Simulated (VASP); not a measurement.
# HgTe in VASP: notebook, part 2 of 2

VASP 6.6.1.

## 3. Single point, PBEsol (strain -0.040 along x and y, -0.040 along z)

The input, INCAR:

```
PREC = Accurate
ENCUT = 520
EDIFF = 1E-6
ISMEAR = 0
SIGMA = 0.15
LREAL = False
LASPH = True
NELM = 80
ALGO = Normal
ISIF = 2
LWAVE = False
LCHARG = True
GGA = PS
LELF = True
LVHAR = True
NBANDS = 16
```

The input, KPOINTS:

```
Automatic mesh
0
Gamma
  14 14 14
```

The input, POSCAR:

```
HgTe
1.0
    0.0000000000      3.0945600000      3.0945600000
    3.0945600000      0.0000000000      3.0945600000
    3.0945600000      3.0945600000      0.0000000000
Hg Te
1 1
Direct
    0.0000000000      0.0000000000      0.0000000000
    0.7500000000      0.7500000000      0.7500000000
```

Potentials or basis: VASP PAW PBE potentials, release 64 (Hg, Te).

Launch:

```
$ cat potpaw_PBE.64/Hg/POTCAR potpaw_PBE.64/Te/POTCAR > POTCAR
$ mpirun -np 1 vasp_std > vasp.out
```

OUTCAR:

```text
PREC = Accurate
   ENCUT = 520
   EDIFF = 1E-6
   ISMEAR = 0
   LREAL = False
   LASPH = True
   NELM = 80
   ISIF = 2
   GGA = PS

 ion  position               nearest neighbor table
   1  0.000  0.000  0.000-   2 2.68   2 2.68   2 2.68   2 2.68
   2  0.750  0.750  0.750-   1 2.68   1 2.68   1 2.68   1 2.68

  LATTYP: Found a face centered cubic cell.
 ALAT       =     6.1891200000

  Lattice vectors:

 A1 = (   0.0000000000,   3.0945600000,   3.0945600000)
 A2 = (   3.0945600000,   0.0000000000,   3.0945600000)
 A3 = (   3.0945600000,   3.0945600000,   0.0000000000)

Analysis of symmetry for initial positions (statically):
=====================================================================
 Subroutine PRICEL returns:
 Original cell was already a primitive cell.

 Routine SETGRP: Setting up the symmetry group for a
 face centered cubic supercell.

 Subroutine GETGRP returns: Found 24 space group operations
 (whereof 24 operations were pure point group operations)
 out of a pool of 48 trial point group operations.

The static configuration has the point symmetry T_d .

Analysis of symmetry for dynamics (positions and initial velocities):
=====================================================================
 Subroutine PRICEL returns:
 Original cell was already a primitive cell.

 Routine SETGRP: Setting up the symmetry group for a
 face centered cubic supercell.

 Subroutine GETGRP returns: Found 24 space group operations
 (whereof 24 operations were pure point group operations)
 out of a pool of 48 trial point group operations.

The dynamic configuration has the point symmetry T_d .

 Subroutine INISYM returns: Found 24 space group operations
 (whereof 24 operations are pure point group operations),
 and found     1 'primitive' translations

----------------------------------------------------------------------------------------

[... 111 lines left out ...]
     AMIX     =   0.40;   BMIX     =  1.00
     AMIX_MAG =   1.60;   BMIX_MAG =  1.00
  volume/ion in A,a.u.               =      29.63       199.98
  Fermi-wavevector in a.u.,A,eV,Ry     =   1.100416  2.079484 16.475494  1.210915
  Thomas-Fermi vector in A             =   2.236826
   LORBIT       =      0    0 simple, 1 ext, 2 COOP (PROOUT), +10 PAW based schemes
   GGA     = PS    functional components
   LHFCALC =     F    Hartree Fock is set to
   AEXX    =    0.0000 exact exchange contribution
   IVDW    =     0    specifies the selected vdW correction
   LEPSILON=     F    determine dielectric tensor
   LRPA    =     F    only Hartree local field effects (RPA)
 non-spin polarized calculation
 Gauss-broadening in eV      SIGMA  =   0.15
  energy-cutoff  :      520.00
  volume of cell :       59.27
 maximum number of plane-waves:      1639
 NGX is ok and might be reduce to    36
   NGX = 17   NGY = 17   NGZ = 17

 number of electron      18.0000001 magnetization

 Free energy of the ion-electron system (eV)
  ---------------------------------------------------
  ext. energy  EPLUGINS =         0.00000000
  ---------------------------------------------------
  free energy    TOTEN  =        -4.12141499 eV

  energy without entropy =       -4.12125054  energy(sigma->0) =       -4.12133277

 E-fermi :   4.5797     XC(G=0):  -9.5447

 val. band max:        4.4577029413   @ k =   0.0000   0.0000   0.0000
 cond. band min:       4.9426098547   @ k =   0.0714   0.0000   0.0000
 fundamental gap:      0.4849069134
 Fermi energy:         4.5797143682

 k-point     1 :       0.0000    0.0000    0.0000
  band No.  band energies     occupation
      1      -8.6264      2.00000
      2      -3.7639      2.00000
      3      -3.7639      2.00000
      4      -3.7639      2.00000
      5      -3.0547      2.00000
      6      -3.0547      2.00000
[... 433 lines left out ...]
      3      -3.6108      2.00000
      4      -3.5814      2.00000
      5      -3.0883      2.00000
      6      -3.0259      2.00000
[... 8 lines left out ...]
     15      13.4417      0.00000
     16      13.9469      0.00000

 [... further k-points ...]

------------------------ aborting loop because EDIFF is reached ----------------------------------------

  FORCE on cell =-STRESS in cart. coord.  units (eV):
  Direction    XX          YY          ZZ          XY          YZ          ZX
  --------------------------------------------------------------------------------------
  -------------------------------------------------------------------------------------
  Total        3.5677133      3.5677133      3.5677133      0.0000000     -0.0000000     -0.0000000
  in kB       96.4436890     96.4436890     96.4436890      0.0000000     -0.0000000     -0.0000000
  external PRESSURE =      96.4436890 kB  Pullay stress =       0.0000000 kB

 VOLUME and BASIS-vectors are now :
 -----------------------------------------------------------------------------
  energy-cutoff  :      520.00
  volume of cell :       59.27
      direct lattice vectors                 reciprocal lattice vectors
     0.000000000  3.094560000  3.094560000    -0.161573859  0.161573859  0.161573859
     3.094560000  0.000000000  3.094560000     0.161573859 -0.161573859  0.161573859
     3.094560000  3.094560000  0.000000000     0.161573859  0.161573859 -0.161573859

 POSITION                                       TOTAL-FORCE (eV/Angst)
 -----------------------------------------------------------------------------------
      0.00000      0.00000      0.00000        -0.000000     -0.000000     -0.000000
      4.64184      4.64184      4.64184         0.000000      0.000000      0.000000
 -----------------------------------------------------------------------------------
    total drift:                                0.000000      0.000000      0.000000

  FREE ENERGIE OF THE ION-ELECTRON SYSTEM (eV)
  ---------------------------------------------------
  free  energy   TOTEN  =        -4.1214149915 eV

  energy  without entropy=       -4.1212505406  energy(sigma->0) =       -4.12133277
```

stdout:

```text
POSCAR found type information on POSCAR HgTe
 POSCAR found :  2 types and       2 ions
 scaLAPACK will be used
 -----------------------------------------------------------------------------
|                                                                             |
|                                                                             |
|     You enforced a specific xc type in the INCAR file but a different       |
|     I HOPE YOU KNOW WHAT YOU ARE DOING!                                     |
|                                                                             |
 -----------------------------------------------------------------------------

 LDA part: xc-table for (Slater+PW92), standard interpolation
 POSCAR, INCAR and KPOINTS ok, starting setup
 FFT: planning ... GRIDC
 FFT: planning ... GRID_SOFT
 FFT: planning ... GRID
 WAVECAR not read
 entering main loop
```

It took 69 s on 1 thread of Intel Xeon Platinum 8488C (Sapphire Rapids), shared host; peak memory 0.27 GiB.

Results:

```
Free energy            : -4.1214 eV
Pressure               : 9.6 GPa
Band gap on the k mesh : zero (filled and empty bands touch)
```

Caveat: the cell differs from its parent crystal (strain -0.040 along x and y, -0.040 along z); the PAW data sets were made with another functional, which shifts forces and pressure a little; spin-orbit coupling is left out, which moves the levels of the heavy elements.

## 4. Single point, PBEsol (strain +0.040 along x and y, +0.040 along z)

INCAR: that of step 3 with these lines changed.

```diff
@@ -11,6 +11,4 @@
 LWAVE = False
-LCHARG = True
+LCHARG = False
 GGA = PS
-LELF = True
-LVHAR = True
 NBANDS = 16
```

KPOINTS is that of step 3.

The input, POSCAR:

```
HgTe
1.0
    0.0000000000      3.3524400000      3.3524400000
    3.3524400000      0.0000000000      3.3524400000
    3.3524400000      3.3524400000      0.0000000000
Hg Te
1 1
Direct
    0.0000000000      0.0000000000      0.0000000000
    0.7500000000      0.7500000000      0.7500000000
```

Launch:

```
$ cat potpaw_PBE.64/Hg/POTCAR potpaw_PBE.64/Te/POTCAR > POTCAR
$ mpirun -np 1 vasp_std > vasp.out
```

It took 63 s on 1 thread of Intel Xeon Platinum 8488C (Sapphire Rapids), shared host; peak memory 0.29 GiB.

The run converged. Its results:

- Free energy: -4.3173 eV
- Pressure: -2.9 GPa
- Band gap on the k mesh: zero (filled and empty bands touch)

Levels at points of the mesh, in eV from the Fermi level:
```
           k point  band 5  band 6  band 7  band 8  band 9  band 10  band 11  band 12  band 13  band 14
(0.00, 0.00, 0.00)   -6.47   -6.47   -1.17   -0.12   -0.12    -0.12     4.24     4.24     4.24     6.22
(0.50, 0.00, 0.00)   -6.46   -6.24   -4.98   -0.92   -0.92     0.51     4.95     4.95     6.52     7.48
(0.50, 0.50, 0.00)   -6.42   -6.14   -5.02   -1.98   -1.98     1.73     2.54     7.61     8.24     8.24
```

Caveat: the cell differs from its parent crystal (strain +0.040 along x and y, +0.040 along z); the PAW data sets were made with another functional, which shifts forces and pressure a little; spin-orbit coupling is left out, which moves the levels of the heavy elements.

## 5. Single point, PBEsol (strain -0.080 along x and y, -0.040 along z)

The input, INCAR:

```
ALGO     = Normal         # electronic algorithm
EDIFF    = 1E-6           # SCF threshold, eV
ENCUT    = 520            # plane-wave cutoff, eV
GGA      = PS             # functional
ISIF     = 2              # what is computed and relaxed
ISMEAR   = 0              # smearing method
LASPH    = True           # aspherical terms in the spheres
LCHARG   = False          # write CHGCAR
LREAL    = False          # projectors in reciprocal space
LWAVE    = False          # write WAVECAR
NBANDS   = 16             # bands
NELM     = 100            # most SCF steps
PREC     = Accurate       # precision mode
SIGMA    = 0.15           # smearing width, eV
```

The input, KPOINTS:

```
k-points
0
Gamma
  14 14 14
```

The input, POSCAR:

```
HgTe
1.0
    0.0000000000      2.9656200000      3.0945600000
    2.9656200000      0.0000000000      3.0945600000
    2.9656200000      2.9656200000      0.0000000000
Hg Te
1 1
Direct
    0.0000000000      0.0000000000      0.0000000000
    0.7500000000      0.7500000000      0.7500000000
```

Launch:

```
$ cat potpaw_PBE.64/Hg/POTCAR potpaw_PBE.64/Te/POTCAR > POTCAR
$ mpirun -np 1 vasp_std > vasp.out
```

It took 78 s on 1 thread of Intel Xeon Platinum 8488C (Sapphire Rapids), shared host; peak memory 0.35 GiB.

The run converged. Its results:

* Free energy: -3.7031 eV
* Pressure: 18.6 GPa
* Band gap on the k mesh: zero (filled and empty bands touch)

Levels at points of the mesh, in eV from the Fermi level:
| k point | band 6 | band 7 | band 8 | band 9 | band 10 | band 11 | band 12 | band 13 |
| --- | --- | --- | --- | --- | --- | --- | --- | --- |
| (0.00, 0.00, 0.00) | -8.18 | -0.39 | -0.29 | -0.08 | -0.08 | 3.54 | 3.56 | 3.56 |
| (0.50, 0.00, 0.00) | -7.77 | -7.32 | -1.79 | -1.53 | 0.45 | 4.42 | 4.69 | 6.17 |
| (0.50, 0.50, 0.00) | -7.59 | -7.09 | -3.38 | -3.38 | 1.66 | 1.80 | 8.65 | 9.54 |
| (0.50, 0.00, 0.50) | -7.45 | -6.83 | -3.67 | -3.53 | 1.30 | 1.51 | 8.98 | 9.35 |

Caveat: the cell differs from its parent crystal (strain -0.080 along x and y, -0.040 along z); the PAW data sets were made with another functional, which shifts forces and pressure a little; spin-orbit coupling is left out, which moves the levels of the heavy elements.

## 6. The runs side by side

```tsv
cell	gap on the mesh (eV)	pressure (GPa)
a = 4.923 Å, angles 60.0°, 2 atoms	none	-5.0
a = 4.376 Å, angles 60.0°, 2 atoms	none	9.6
a = 4.741 Å, angles 60.0°, 2 atoms	none	-2.9
a = 4.286, b = 4.286, c = 4.194 Å, angles 60.7, 60.7, 58.6°, 2 atoms	none	18.6
```

Alike in all rows: task single point; level PBEsol; potentials or basis VASP PAW PBE potentials, release 64 (Hg, Te); no spin polarisation; k mesh 14 × 14 × 14; cutoff (eV) 520; smearing gaussian 0.15 eV.

Caveats: the PAW data sets were made with another functional, which shifts forces and pressure a little; spin-orbit coupling is left out, which moves the levels of the heavy elements.

Total energies depend on the potentials used, so only differences within one code and one set of settings carry meaning.
